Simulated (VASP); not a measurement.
Runs of VASP 6.6.1 on YAl3. The structure is that of space group P4mm (No. 99), or close to it. The cells are those of the table. 

```tsv
cell	k mesh	gap on the mesh (eV)	largest force (eV/Å)
a = 4.240, b = 4.240, c = 17.000 Å, 4 atoms	4 × 4 × 1	none	0.70
a = 4.055, b = 4.055, c = 28.040 Å, 4 atoms	4 × 4 × 1	none	-
a = 4.055, b = 4.055, c = 28.040 Å, 4 atoms	12 × 12 × 1	none	(a)
a = 4.025, b = 4.025, c = 28.040 Å, 4 atoms	12 × 12 × 1	none	-
```

Alike in all rows: task single point; level PBE; potentials or basis VASP PAW PBE potentials, release 64 (Y_sv, Al); no spin polarisation; cutoff (eV) 520; smearing gaussian 0.1 eV.

Question: Fill in the values left out.

Answer: (a) 0.17.

Caveats: some runs use coarse meshes.

A k mesh can miss the band edges, and the runs leave out spin-orbit coupling on Y.

A gap of «none» marks levels without a gap at the run's occupations.
